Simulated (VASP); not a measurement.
Runs of VASP 6.6.1 on Zn4O. The structure is that of space group P3m1 (No. 156), or close to it. The cells are those of the table. 

```csv
task,cell,cutoff (eV),gap on the mesh (eV),pressure (GPa),largest force (eV/Å)
single point,"a = 3.001, b = 3.001, c = 8.994 Å, angles 90.0, 90.0, 120.0°, 5 atoms",520,none,2.8,0.07
single point,"a = 3.040, b = 3.040, c = 9.037 Å, angles 90.0, 90.0, 120.0°, 5 atoms",520,none,(a),0.07
relaxation of cell and atoms,"relaxed from a = 3.040, b = 3.040, c = 9.037 Å, angles 90.0, 90.0, 120.0°, 5 atoms",600,none,0.0,-
relaxation of shape and atoms at fixed volume,"relaxed from a = 3.009, b = 3.009, c = 8.946 Å, angles 90.0, 90.0, 120.0°, 5 atoms",600,none,2.5,0.01
```

Alike in all rows: level PBE; potentials or basis VASP PAW PBE potentials, release 64 (Zn, O); no spin polarisation; k mesh 12 × 12 × 4; smearing gaussian 0.1 eV.

Question: Estimate the missing entries.

Answer: (a) 0.5.

A gap of «none» marks levels without a gap at the run's occupations.
